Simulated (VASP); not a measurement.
# CO2 (P-3m1) in VASP: relaxation of cell and atoms with PBEsol

Aim: the relaxation of cell and atoms of CO2 with PBEsol.

Program: VASP 6.6.1. These are calculated values, not measurements. Logs are shortened: lines on timing, memory, paths and dates and some standing lists are left out, and cuts for length are marked.

## (1) The cell of the first run

Symmetry: P-3m1, No. 164, trigonal system. Conventional cell: a = 2.690 Å, b = 2.690 Å, c = 4.304 Å, α = 90.00°, β = 90.00°, γ = 120.00°. Within 2.5 Å of C (site symmetry -3m) lie 6 O at 1.89 Å. O (site symmetry 3m) has 3 C at 1.89 Å within 2.5 Å.

## (2) Relaxation of cell and atoms, PBEsol

The input, INCAR:

```
  PREC = Accurate
  ENCUT = 1340
  EDIFF = 1E-7
  ISMEAR = -1
  SIGMA = 0.02
  LREAL = F
  LASPH = T
  NELM = 120
  ALGO = Normal
  ISIF = 3
  LWAVE = F
  LCHARG = F
  GGA = PS
  IBRION = 2
  NSW = 60
  EDIFFG = -0.02
  GGA_COMPAT = F
  NELMIN = 4
```

The input, KPOINTS:

```
Automatic mesh
0
Gamma
  9 9 5
```

The input, POSCAR:

```
CO2
1.0
    2.6900000000      0.0000000000      0.0000000000
   -1.3450000000      2.3296083362      0.0000000000
    0.0000000000      0.0000000000      4.3040000000
C O
1 2
Direct
    0.0000000000      0.0000000000      0.0000000000
    0.3333333333      0.6666666667      0.2500000000
    0.6666666667      0.3333333333      0.7500000000
```

Potentials or basis: VASP PAW PBE potentials, release 64 (C_h, O_h).

Started as:

```bash
> cat potpaw_PBE.64/C_h/POTCAR potpaw_PBE.64/O_h/POTCAR > POTCAR
> mpirun -np 1 vasp_std > vasp.out
```

OUTCAR:

```text
PREC = Accurate
   ENCUT = 1340
   EDIFF = 1E-7
   ISMEAR = -1
   LREAL = F
   LASPH = T
   NELM = 120
   ISIF = 3
   GGA = PS
   IBRION = 2
   NSW = 60
   EDIFFG = -0.02
   NELMIN = 4

 ion  position               nearest neighbor table
   1  0.000  0.000  0.000-
   2  0.333  0.667  0.250-
   3  0.667  0.333  0.750-

  LATTYP: Found a hexagonal cell.
 ALAT       =     2.6900000000
 C/A-ratio  =     1.6000000000

  Lattice vectors:

 A1 = (   2.6900000000,   0.0000000000,   0.0000000000)
 A2 = (  -1.3450000000,   2.3296083362,   0.0000000000)
 A3 = (   0.0000000000,   0.0000000000,   4.3040000000)

Analysis of symmetry for initial positions (statically):
=====================================================================
 Subroutine PRICEL returns:
 Original cell was already a primitive cell.

 Routine SETGRP: Setting up the symmetry group for a
 hexagonal supercell.

 Subroutine GETGRP returns: Found 12 space group operations
 (whereof 12 operations were pure point group operations)
 out of a pool of 24 trial point group operations.

The static configuration has the point symmetry D_3d.

Analysis of symmetry for dynamics (positions and initial velocities):
=====================================================================
 Subroutine PRICEL returns:
 Original cell was already a primitive cell.

 Routine SETGRP: Setting up the symmetry group for a
 hexagonal supercell.

 Subroutine GETGRP returns: Found 12 space group operations
 (whereof 12 operations were pure point group operations)
 out of a pool of 24 trial point group operations.

The dynamic configuration has the point symmetry D_3d.

 Subroutine INISYM returns: Found 12 space group operations
 (whereof 12 operations are pure point group operations),
 and found     1 'primitive' translations

----------------------------------------------------------------------------------------

                                     Primitive cell

  volume of cell :      26.9716

  direct lattice vectors                    reciprocal lattice vectors
     2.690000000  0.000000000  0.000000000     0.371747212  0.214628353  0.000000000
    -1.345000000  2.329608336  0.000000000     0.000000000  0.429256706  0.000000000
     0.000000000  0.000000000  4.304000000     0.000000000  0.000000000  0.232342007

  length of vectors
     2.690000000  2.690000000  4.304000000     0.429256706  0.429256706  0.232342007

  position of ions in fractional coordinates (direct lattice)
     0.000000000  0.000000000  0.000000000
     0.333333333  0.666666667  0.250000000
     0.666666667  0.333333333  0.750000000

  ion indices of the primitive-cell ions
   primitive index   ion index
                 1           1
                 2           2
                 3           3

----------------------------------------------------------------------------------------

 KPOINTS: Automatic mesh

Automatic generation of k-mesh.
 Grid dimensions read from file:
 generate k-points for:    9    9    5

 Generating k-lattice:

  Cartesian coordinates                     Fractional coordinates (reciprocal lattice)
     0.041305246  0.023847595  0.000000000     0.111111111  0.000000000  0.000000000
     0.000000000  0.047695190  0.000000000     0.000000000  0.111111111  0.000000000
     0.000000000  0.000000000  0.046468401     0.000000000  0.000000000  0.200000000

  Length of vectors
     0.047695190  0.047695190  0.046468401

  Shift w.r.t. Gamma in fractional coordinates (k-lattice)
     0.000000000  0.000000000  0.000000000

 Subroutine IBZKPT returns following result:
 ===========================================

 Found     50 irreducible k-points:

 Following reciprocal coordinates:
            Coordinates               Weight
  0.000000  0.000000  0.000000      1.000000
  0.111111  0.000000  0.000000      6.000000
  0.222222  0.000000  0.000000      6.000000
  0.333333  0.000000  0.000000      6.000000
  0.444444  0.000000  0.000000      6.000000
  0.111111  0.111111  0.000000      6.000000
[... 16 lines left out ...]
  0.222222  0.111111  0.200000     12.000000
 -0.111111  0.333333  0.200000     12.000000
 [... further k-points ...]
   k-points           NKPTS =     50   k-points in BZ     NKDIM =     50   number of bands    NBANDS=     12
   number of dos      NEDOS =    301   number of ions     NIONS =      3
   total plane-waves  NPLWV =  55296
   dimension x,y,z NGX =    32 NGY =   32 NGZ =   54
   dimension x,y,z NGXF=    64 NGYF=   64 NGZF=  108
   ions per type =               1   2
   NGX,Y,Z   is equivalent  to a cutoff of  19.78, 19.78, 20.86 a.u.
   NGXF,Y,Z  is equivalent  to a cutoff of  39.55, 39.55, 41.72 a.u.
 SYSTEM =  unknown system
   PREC   = accura    normal or accurate (medium, high low for compatibility)
   ISTART =      0    job   : 0-new  1-cont  2-samecut
   ICHARG =      2    charge: 1-file 2-atom 10-const
   ISPIN  =      1    spin polarized calculation?
   LNONCOLLINEAR =      F non collinear calculations
   LSORBIT =      F    spin-orbit coupling
   LASPH  =      T    aspherical Exc in radial PAW
   ENCUT  = 1340.0 eV  98.49 Ry    9.92 a.u.   8.03  8.03 12.85*2*pi/ulx,y,z
   NELM   =    120;   NELMIN=  4; NELMDL= -5     # of ELM steps
   EDIFF  = 0.1E-06   stopping-criterion for ELM
   LREAL  =      F    real-space projection
   EDIFFG = -.2E-01   stopping-criterion for IOM
   NSW    =     60    number of steps for IOM
   IBRION =      2    ionic relax: 0-MD 1-quasi-New 2-CG
   NFREE  =      1    steps in history (QN), initial steepest desc. (CG)
   ISIF   =      3    stress and relaxation
   ISYM   =      2    0-nonsym 1-usesym 2-fastsym
   POTIM  = 0.5000    time-step for ionic-motion
   TEBEG  =    0.0;   TEEND  =   0.0 temperature during run
   PSTRESS=    0.0 pullay stress
   NELECT =      16.0000    total number of electrons
   NUPDOWN=      -1.0000    fix difference up-down
   EMIN   =  10.00;   EMAX   =-10.00  energy-range for DOS
   EFERMI =   0.00;   METHOD = LEGACY
   ISMEAR =    -1;   SIGMA  =   0.02  broadening in eV -4-tet -1-fermi 0-gaus
   EFERMI_NEDOS =   21; number of points for ismear=-14 and -15
   IALGO  =     38    algorithm
   IMIX   =      4    mixing-type and parameters
     AMIX     =   0.40;   BMIX     =  1.00
     AMIX_MAG =   1.60;   BMIX_MAG =  1.00
  volume/ion in A,a.u.               =       8.99        60.67
  Fermi-wavevector in a.u.,A,eV,Ry     =   1.375558  2.599428 25.744409  1.892161
  Thomas-Fermi vector in A             =   2.500883
   LORBIT       =      0    0 simple, 1 ext, 2 COOP (PROOUT), +10 PAW based schemes
   GGA     = PS    functional components
   LHFCALC =     F    Hartree Fock is set to
   AEXX    =    0.0000 exact exchange contribution
   IVDW    =     0    specifies the selected vdW correction
   LEPSILON=     F    determine dielectric tensor
   LRPA    =     F    only Hartree local field effects (RPA)
 conjugate gradient relaxation of ions
 non-spin polarized calculation
  energy-cutoff  :     1340.00
  volume of cell :       26.97
 maximum number of plane-waves:      3027
   NGX = 17   NGY = 17   NGZ = 25

--------------------------------------- Ionic step        1  -------------------------------------------

 number of electron      16.0000000 magnetization

 Free energy of the ion-electron system (eV)
  ---------------------------------------------------
  ext. energy  EPLUGINS =         0.00000000
  ---------------------------------------------------
  free energy    TOTEN  =       -16.58281571 eV

  energy without entropy =      -16.58281571  energy(sigma->0) =      -16.58281571

 E-fermi :   2.7455     XC(G=0): -11.3242

 val. band max:        2.2760533528   @ k =   0.1111   0.1111   0.0000
 cond. band min:       3.3390281075   @ k =   0.0000   0.0000   0.0000
 fundamental gap:      1.0629747547
 Fermi energy:         2.7454736761

 k-point     1 :       0.0000    0.0000    0.0000
  band No.  band energies     occupation
      1     -17.5934      2.00000
      2     -14.6466      2.00000
      3      -5.6006      2.00000
      4       1.1560      2.00000
      5       1.1560      2.00000
      6       1.7174      2.00000
      7       1.7174      2.00000
      8       2.0873      2.00000
      9       3.3390      0.00000
     10       6.0082      0.00000
     11       6.9593      0.00000
     12       6.9593      0.00000
[... 331 lines left out ...]
 k-point    24 :      -0.1111    0.3333    0.2000
  band No.  band energies     occupation
      1     -16.1747      2.00000
      2     -14.2227      2.00000
      3      -5.8705      2.00000
      4      -2.1190      2.00000
      5      -1.7005      2.00000
      6       0.1469      2.00000
      7       0.6983      2.00000
      8       1.9877      2.00000
      9       4.5056      0.00000
     10       7.3794      0.00000
     11       7.6074      0.00000
     12       8.3593      0.00000

 [... further k-points ...]

------------------------ aborting loop because EDIFF is reached ----------------------------------------

  FORCE on cell =-STRESS in cart. coord.  units (eV):
  Direction    XX          YY          ZZ          XY          YZ          ZX
  --------------------------------------------------------------------------------------
  -------------------------------------------------------------------------------------
  Total       -9.0446250     -9.0446250     -8.6756100      0.0000000      0.0000000     -0.0000000
  in kB     -537.2713654   -537.2713654   -515.3510292      0.0000000      0.0000000     -0.0000000
  external PRESSURE =    -529.9645867 kB  Pullay stress =       0.0000000 kB
[... 92 lines left out ...]
  FREE ENERGIE OF THE ION-ELECTRON SYSTEM (eV)
  ---------------------------------------------------
  free  energy   TOTEN  =       -19.1010137756 eV

  energy  without entropy=      -19.1010137756  energy(sigma->0) =      -19.10101378

[... ionic steps 4 to 33 ...]

--------------------------------------- Ionic step       34  -------------------------------------------

 number of electron      16.0000000 magnetization

------------------------ aborting loop because EDIFF is reached ----------------------------------------

  FORCE on cell =-STRESS in cart. coord.  units (eV):
  Direction    XX          YY          ZZ          XY          YZ          ZX
  --------------------------------------------------------------------------------------
  -------------------------------------------------------------------------------------
  Total        0.0422649      0.0422649     -0.0401519      0.0000000      0.0000000      0.0000000
  in kB        2.8825301      2.8825301     -2.7384207      0.0000000      0.0000000      0.0000000
  external PRESSURE =       1.0088798 kB  Pullay stress =       0.0000000 kB
[... 59 lines left out ...]
  energy  without entropy=      -19.4114635851  energy(sigma->0) =      -19.41146359

--------------------------------------- Ionic step       36  -------------------------------------------

 number of electron      16.0000001 magnetization

 Free energy of the ion-electron system (eV)
  ---------------------------------------------------
  ext. energy  EPLUGINS =         0.00000000
  ---------------------------------------------------
  free energy    TOTEN  =       -19.41151884 eV

  energy without entropy =      -19.41151884  energy(sigma->0) =      -19.41151884

 E-fermi :   3.6708     XC(G=0): -11.1339

 val. band max:        3.1877307914   @ k =   0.2222   0.2222   0.0000
 cond. band min:       8.0047864281   @ k =   0.4444   0.0000   0.2000
 fundamental gap:      4.8170556367
 Fermi energy:         3.6707923251

 k-point     1 :       0.0000    0.0000    0.0000
  band No.  band energies     occupation
      1     -21.5213      2.00000
      2     -15.9453      2.00000
      3      -3.8069      2.00000
      4       1.4783      2.00000
      5       1.4783      2.00000
      6       2.3585      2.00000
      7       2.7002      2.00000
      8       2.7002      2.00000
      9       9.5535      0.00000
     10       9.5832      0.00000
     11      10.4371      0.00000
     12      10.4371      0.00000
[... 331 lines left out ...]
 k-point    24 :      -0.1111    0.3333    0.2000
  band No.  band energies     occupation
      1     -19.3391      2.00000
      2     -14.5439      2.00000
      3      -5.4217      2.00000
      4      -3.6886      2.00000
      5      -2.1966      2.00000
      6       0.1351      2.00000
      7       1.9541      2.00000
      8       2.9329      2.00000
      9       9.4667      0.00000
     10      11.6607      0.00000
     11      12.4622      0.00000
     12      13.8195      0.00000

 [... further k-points ...]

------------------------ aborting loop because EDIFF is reached ----------------------------------------

  FORCE on cell =-STRESS in cart. coord.  units (eV):
  Direction    XX          YY          ZZ          XY          YZ          ZX
  --------------------------------------------------------------------------------------
  -------------------------------------------------------------------------------------
  Total       -0.0408314     -0.0408314      0.0332200      0.0000000      0.0000000      0.0000000
  in kB       -2.7689274     -2.7689274      2.2527696      0.0000000      0.0000000      0.0000000
  external PRESSURE =      -1.0950284 kB  Pullay stress =       0.0000000 kB
[... 18 lines left out ...]
  FREE ENERGIE OF THE ION-ELECTRON SYSTEM (eV)
  ---------------------------------------------------
  free  energy   TOTEN  =       -19.4115188360 eV

  energy  without entropy=      -19.4115188360  energy(sigma->0) =      -19.41151884

 reached required accuracy - stopping structural energy minimisation
```

It took 11 min on 1 thread of Intel Xeon 6975P-C (Granite Rapids), shared host; peak memory 0.25 GiB.

Results:

```
Free energy                           : -19.4115 eV
Relaxed volume                        : 7.88 Å³/atom
Relaxed cell                          : a = 2.347 Å, b = 2.347 Å, c = 4.953 Å, α = 90.00°, β = 90.00°, γ = 120.00°
Space group after relaxing (to 0.1 Å) : P-3m1 (No. 164)
Energy gained by relaxing             : 942.9 meV/atom
Ionic steps                           : 36
Pressure after relaxing               : -0.1 GPa
Largest force after relaxing          : 0.003 eV/Å
Band gap on the k mesh                : 4.82 eV (least direct gap 5.23 eV)
```

Forces on the atoms (eV/Å):
```
C    0.000  0.000  0.000
O    0.000  0.000  0.003
O    0.000  0.000 -0.003
```

Stress tensor (GPa, compression positive):
```
-0.28  0.00  0.00
 0.00 -0.28  0.00
 0.00  0.00  0.23
```

The path:
```
step  energy change (eV)  largest force (eV/Å)  pressure (GPa)  volume (Å³)
   1              0.0000                4.6206          -53.00        26.97
   2             -1.5255                6.9313           79.94        16.95
   3             -2.5182                0.0852           -8.65        19.91
   4             -2.5250                0.3917           -5.11        19.72
   5             -2.5255                0.6044           -2.62        19.59
   6             -2.6328                0.7485           17.68        18.55
   7             -2.6668                0.2817           10.21        18.88
   8             -2.7190                0.8807            0.05        19.75
   9             -2.7250                1.1683           -4.29        20.18
  10             -2.7557                0.8059           -3.70        20.46
  11             -2.7902                0.0567           -1.89        21.02
  12             -2.7942                0.3141           -0.78        21.30
  13             -2.8088                0.1869            0.15        21.51
  14             -2.8199                0.0478            2.25        21.89
  15             -2.8199                0.0661            2.42        21.92
  16             -2.8229                0.1406            0.83        22.23
  17             -2.8244                0.2465           -1.41        22.70
  18             -2.8263                0.0691           -1.03        22.90
  19             -2.8266                0.0212           -0.83        23.00
  20             -2.8272                0.0398           -0.09        23.01
  21             -2.8274                0.0605            0.74        23.02
  22             -2.8276                0.0401            0.37        23.08
  23             -2.8276                0.0341            0.39        23.07
  24             -2.8278                0.0392            0.07        23.12
  25             -2.8278                0.0457           -0.34        23.19
  26             -2.8279                0.0117           -0.21        23.21
  27             -2.8279                0.0257           -0.08        23.23
  28             -2.8280                0.0281            0.04        23.24
  29             -2.8282                0.0370            0.42        23.29
  30             -2.8281                0.0559            1.19        23.37
  31             -2.8282                0.0457            0.75        23.32
  32             -2.8283                0.0217            0.62        23.36
  33             -2.8284                0.0460            0.25        23.45
  34             -2.8285                0.0424            0.10        23.49
  35             -2.8286                0.0320           -0.34        23.61
  36             -2.8287                0.0035           -0.11        23.63
```

Final structure:
```cif
data_structure
_symmetry_space_group_name_H-M 'P 1'
_symmetry_Int_Tables_number 1
_cell_length_a 2.3470
_cell_length_b 2.3470
_cell_length_c 4.9526
_cell_angle_alpha 90.000
_cell_angle_beta 90.000
_cell_angle_gamma 120.000
_cell_volume 23.63
loop_
_atom_site_label
_atom_site_type_symbol
_atom_site_fract_x
_atom_site_fract_y
_atom_site_fract_z
_atom_site_occupancy
C1 C 0.00000 0.00000 0.00000 1
O1 O 0.33333 0.66667 0.17647 1
O2 O 0.66667 0.33333 0.82353 1
```

Caveat: a cell axis changed by over 15 % at a fixed basis, so the end point is rough; the PAW data sets were made with another functional, which shifts forces and pressure a little. A k mesh can miss the band edges.
